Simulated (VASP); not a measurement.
Here is a VASP 6.6.1 calculation.

The input INCAR:

```
SYSTEM = Rh
ALGO = Normal ; EDIFF = 1E-6
ENCUT = 520 ; GGA = PS
ISIF = 2 ; ISMEAR = -1
LASPH = .TRUE. ; LCHARG = .TRUE.
LELF = .TRUE. ; LREAL = .FALSE.
LVHAR = .TRUE. ; LWAVE = .FALSE.
NBANDS = 30 ; NELM = 60
PREC = Accurate ; SIGMA = 0.1
```

File KPOINTS:

```
k-points
0
G
  10 10 13
  0 0 0
```

POSCAR

```
Rh
1.0
    4.3927441251      0.0000000000      0.0000000000
   -2.1963720626      3.8042280046      0.0000000000
    0.0000000000      0.0000000000      2.6938778654
Rh
3
Direct
    0.0000000000      0.0000000000      0.0000000000
    0.3333333333      0.6666666667      0.5000000000
    0.6666666667      0.3333333333      0.5000000000
```

Potentials or basis: VASP PAW PBE potentials, release 64 (Rh_pv).

Run with:

```bash
$ cat potpaw_PBE.64/Rh_pv/POTCAR > POTCAR
$ mpirun -np 1 vasp_std > vasp.out
```

Task: Estimate the pressure.

Result: -17.4 GPa.

Stress tensor (GPa, compression positive):
```
-17.59   0.00   0.00
  0.00 -17.59   0.00
  0.00   0.00 -17.14
```

Caveat: the PAW data sets were made with another functional, which shifts forces and pressure a little.
